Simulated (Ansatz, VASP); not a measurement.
## YS: VASP beside Ansatz

```
CELL_PARAMETERS angstrom
0.00000 2.81059 2.81059
2.81059 0.00000 2.81059
2.81059 2.81059 0.00000
ATOMIC_POSITIONS crystal
Y 0.50000 0.50000 0.50000
S 0.00000 0.00000 0.00000
```

Alike in both runs: task single point; functional LDA; k mesh 7 × 7 × 7; no spin polarisation.

|  | VASP | Ansatz |
| --- | --- | --- |
| version | VASP 6.6.1 | Ansatz 0.2.0 |
| potentials or method | VASP PAW LDA potentials, release 64 (Y_sv, S), cutoff 520 eV | plane waves, PAW |
| occupations | methfessel-paxton of order 1, width 0.15 eV | cold, width 0.15 eV |
| valence electrons in the cell | 17 | 17 |

VASP gave:

- pressure (GPa): -9.6

Question: What did Ansatz give for the same quantities?

Answer: Pressure (GPa): -9.5.

LDA's correlation is that of Perdew and Zunger in VASP and of Perdew and Wang (1992) in Ansatz.
